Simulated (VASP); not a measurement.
PC3, 8 atoms in the cell. It takes space group P-6m2 (No. 187, hexagonal). Conventional cell: a = 3.946 Å, b = 3.946 Å, c = 2.717 Å, α = 90.00°, β = 90.00°, γ = 120.00°. Within 2.6 Å of P (site symmetry -6m2) lie 6 C at 1.98 Å. Within 1.9 Å of C (site symmetry mm2) lie 2 C at 1.46 Å. C (site symmetry mm2) has 2 C at 1.46 Å within 1.9 Å. 

| Quantity | Value |
| --- | --- |
| Program | VASP 6.6.1 |
| Task | single point |
| Functional | PBE |
| Potentials or basis | VASP PAW PBE potentials, release 64 (P, C) |
| Cutoff | 520 eV |
| k mesh | 8 × 6 × 4 |
| Occupations | gaussian, width 0.2 eV |
| Spin | no spin polarisation |
| Dipole correction | no |
| Further INCAR settings | ALGO = Normal; EDIFF = 1e-06; NBANDS = 27 |

Potentials or basis: VASP PAW PBE potentials, release 64 (P, C).

Launch:

```bash
$ cat potpaw_PBE.64/P/POTCAR potpaw_PBE.64/C/POTCAR > POTCAR
$ mpirun -np 1 vasp_std > vasp.out
```

Hardware: 1 thread of AMD EPYC 7R43 64-Core Processor (Zen 3), with other jobs on the host.

Q: How long does it take, and how much memory?

A: It took 2.3 min on 1 thread of AMD EPYC 7R43 64-Core Processor (Zen 3), on a shared host, peak memory 0.18 GiB. Counts: scf iterations 14, k points 60.
